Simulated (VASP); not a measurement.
Wanted: the native input for a VASP 6.6.1 run.

```yaml
Task: single point
Functional: r2SCAN
Potentials_or_basis: VASP PAW PBE potentials, release 64 (Sb, Ru_pv, S)
Cutoff: 520 eV
k_mesh: 8 × 8 × 8
Occupations: gaussian, width 0.1 eV
Spin: collinear spin
Starting_moments: "[-0.09, 0.1, 0.11, 0.11, 0.11] μB"
Dipole_correction: no
Further_INCAR_settings: ALGO = Normal; EDIFF = 1e-07; NBANDS = 30
```

Crystal: SbRuS3.

```
Sb Ru S
1.0
     4.61486    0.00000    0.00000
     0.00000    4.61486    0.00000
     0.00000    0.00000    4.61486
Sb Ru S
1 1 3
Direct
  0.00000 0.00000 0.00000
  0.50000 0.50000 0.50000
  0.00000 0.50000 0.50000
  0.50000 0.00000 0.50000
  0.50000 0.50000 0.00000
```

One way to write it, as run:

POSCAR

```
SbRuS3
1.0
    4.6148578024      0.0000000000      0.0000000000
    0.0000000000      4.6148578024      0.0000000000
    0.0000000000      0.0000000000      4.6148578024
Sb Ru S
1 1 3
Direct
    0.0000000000      0.0000000000      0.0000000000
    0.5000000000      0.5000000000      0.5000000000
    0.0000000000      0.5000000000      0.5000000000
    0.5000000000      0.0000000000      0.5000000000
    0.5000000000      0.5000000000      0.0000000000
```

INCAR.step1

```
SYSTEM = SbRuS3
PREC = Accurate
ENCUT = 520
ISMEAR = 0
SIGMA = 0.1
LREAL = .False.
LASPH = .True.
NELM = 150
ISPIN = 2
MAGMOM = -0.09 0.1 0.11 0.11 0.11
LMAXMIX = 4
NBANDS = 30
GGA = PE
ALGO = Normal
EDIFF = 1E-4
LWAVE = .True.
LCHARG = .False.
```

INCAR.step2

```
SYSTEM = SbRuS3
PREC = Accurate
ENCUT = 520
EDIFF = 1E-7
ISMEAR = 0
SIGMA = 0.1
LREAL = .False.
LASPH = .True.
NELM = 150
ALGO = Normal
ISIF = 2
LWAVE = .False.
LCHARG = .True.
ISPIN = 2
MAGMOM = -0.09 0.1 0.11 0.11 0.11
LORBIT = 11
LMAXMIX = 4
METAGGA = R2SCAN
LMIXTAU = .True.
LELF = .True.
LVHAR = .True.
NBANDS = 30
ISTART = 1
```

KPOINTS

```
regular mesh
0
Gamma
  8 8 8
  0 0 0
```

Potentials or basis: VASP PAW PBE potentials, release 64 (Sb, Ru_pv, S).

Launch:

```console
$ cat potpaw_PBE.64/Sb/POTCAR potpaw_PBE.64/Ru_pv/POTCAR potpaw_PBE.64/S/POTCAR > POTCAR
$ cp INCAR.step1 INCAR
$ mpirun -np 1 vasp_std > vasp.out
$ cp INCAR.step2 INCAR
$ mpirun -np 1 vasp_std > vasp.out
```

It gave:

The pressure is -0.1 GPa and the net moment is 0.01 μB per cell. The valence electrons inside the program's atomic spheres are Sb 2.13; Ru 12.69; S 3.69.

Caveat: the PAW data sets were made with another functional, which shifts forces and pressure a little.

Wall time 3.8 min on 1 thread of Intel(R) Xeon(R) 6975P-C (Granite Rapids), on a shared host, peak memory 0.36 GiB.
